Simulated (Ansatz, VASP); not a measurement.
# One calculation of Li, two programs

Contents of INCAR:

```
SYSTEM = Li
ALGO     = Normal         ! electronic algorithm
EDIFF    = 1E-7           ! SCF threshold, eV
EDIFFG   = -0.01          ! ionic threshold
ENCUT    = 600            ! plane-wave cutoff, eV
GGA      = PE             ! functional
IBRION   = 2              ! ionic algorithm
ISIF     = 3              ! what is computed and relaxed
ISMEAR   = 0              ! smearing method
LASPH    = .TRUE.         ! aspherical terms in the spheres
LCHARG   = .FALSE.        ! write CHGCAR
LREAL    = .FALSE.        ! projectors in reciprocal space
LWAVE    = .FALSE.        ! write WAVECAR
NELM     = 100            ! most SCF steps
NSW      = 80             ! ionic steps
PREC     = Accurate       ! precision mode
SIGMA    = 0.1            ! smearing width, eV
```

The input KPOINTS:

```
k-points
0
G
  18 18 18
  0 0 0
```

Contents of POSCAR:

```
Li
1.0
   -1.7226671575      1.7226671575      2.5403706781
    1.7226671575     -1.7226671575      2.5403706781
    1.7226671575      1.7226671575     -2.5403706781
Li
1
Direct
    0.0000000000      0.0000000000      0.0000000000
```

Input for Ansatz:

```yaml
crystal:
  lattice:
    - [-1.7226671575, 1.7226671575, 2.5403706781]
    - [1.7226671575, -1.7226671575, 2.5403706781]
    - [1.7226671575, 1.7226671575, -2.5403706781]
  atoms:
    - { symbol: Li, position: [0.0, 0.0, 0.0] }
basis:
  ecutwfc: 420
kpoints:
  mp_grid: { grid: [18, 18, 18] }
hamiltonian:
  xc: pbe
scf:
  occupations: { method: gaussian, width: 0.1 }
output:
  forces: true
  stress: true
  eigenvalues: true
relax:
  adjacent_minimum: "off"
  f_tol: 0.01
  max_steps: 60
  cell: { stress_tol: 0.1 }
```

Alike in both runs: task relaxation of cell and atoms; functional PBE; k mesh 18 × 18 × 18; occupations gaussian, width 0.1 eV; no spin polarisation.

```csv
,VASP,Ansatz
version,VASP 6.6.1,Ansatz 0.2.0
potentials or method,"VASP PAW PBE potentials, release 64 (Li_sv), cutoff 600 eV","scalar-relativistic, plane waves, PAW"
valence electrons in the cell,3,3
```

Ansatz gave:

| Item | Value |
| --- | --- |
| gap on the k mesh at the Fermi level, each at its own relaxed structure (eV) | none |
| relaxed volume (Å³/atom) | 20.16 |
| relaxed cell length with the largest relative difference (Å) | 3.053 |

What did VASP give for the same quantities?

gap on the k mesh at the Fermi level, each at its own relaxed structure (eV): none; relaxed volume (Å³/atom): 20.07; relaxed cell length with the largest relative difference (Å): 3.054.

A gap of «none» marks a metal or a gap that the smearing closes.

Noted on VASP's run: the cutoff is short for stress, so the pressure is rough; the volume moved by over 15 % at a fixed basis, so the end points are rough.
